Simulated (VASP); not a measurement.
A run of VASP 6.6.1 is set up as follows.

The input INCAR:

```
PREC = Accurate
ENCUT = 600
EDIFF = 1E-6
ISMEAR = 0
SIGMA = 0.1
LREAL = F
LASPH = T
NELM = 60
ALGO = Normal
ISIF = 3
LWAVE = F
LCHARG = F
GGA = PS
IBRION = 2
NSW = 100
EDIFFG = -0.05
```

The input KPOINTS:

```
Automatic mesh
0
Gamma
  6 6 6
```

POSCAR

```
NiGe3
1.0
    0.0000000000      3.0355576021      3.0355576021
    3.0355576021      0.0000000000      3.0355576021
    3.0355576021      3.0355576021      0.0000000000
Ge Ni
3 1
Direct
    0.2500000000      0.2500000000      0.2500000000
    0.7500000000      0.7500000000      0.7500000000
    0.5000000000      0.5000000000      0.5000000000
    0.0000000000      0.0000000000      0.0000000000
```

Potentials or basis: VASP PAW PBE potentials, release 64 (Ge_d, Ni).

Command:

```sh
$ cat potpaw_PBE.64/Ge_d/POTCAR potpaw_PBE.64/Ni/POTCAR > POTCAR
$ mpirun -np 1 vasp_std > vasp.out
```

(1) Estimate the relaxed volume.

(2) What does it give for the space group after relaxing (to 0.1 Å)?

(3) Predict the relaxed cell.

(4) Predict the band gap on the k mesh.

Answers

(1) 15.66 Å³/atom.

(2) Fm-3m (No. 225).

(3) a = 4.458 Å, b = 4.458 Å, c = 4.458 Å, α = 60.00°, β = 60.00°, γ = 60.00°.

(4) zero (bands 26 and 27 overlap by 0.84 eV).

Caveat: the PAW data sets were made with another functional, which shifts forces and pressure a little.
